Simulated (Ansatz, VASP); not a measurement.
# H in VASP and in Ansatz

```
CELL_PARAMETERS angstrom
-1.63864 1.63864 2.19351
1.63864 -1.63864 2.19351
1.63864 1.63864 -2.19351
ATOMIC_POSITIONS crystal
H 0.90986 0.90986 0.00000
H 0.09014 0.09014 0.00000
```

Alike in both runs: task single point; functional LDA; k mesh 10 × 10 × 10; occupations gaussian, width 0.05 eV; no spin polarisation.

|  | VASP | Ansatz |
| --- | --- | --- |
| version | VASP 6.6.1 | Ansatz 0.2.0 |
| potentials or method | VASP PAW LDA potentials, release 64 (H), cutoff 520 eV | scalar-relativistic, plane waves, PAW |
| valence electrons in the cell | 2 | 2 |

```tsv
	VASP	Ansatz	Ansatz less VASP
gap on the k mesh at the Fermi level (eV)	7.97	7.98	+0.006
least direct gap on the mesh (eV)	8.42	8.43	+0.006
pressure (GPa)	-2.0	-1.8	+0.15
traceless stress, the component that is largest in VASP (GPa)	-2.13	-2.19	-0.061
rms of the force components (eV/Å)	0.337	0.349	+0.0120
```

LDA's correlation is that of Perdew and Zunger in VASP and of Perdew and Wang (1992) in Ansatz. Atom by atom the forces differ by 0.012 eV/Å (rms over components).
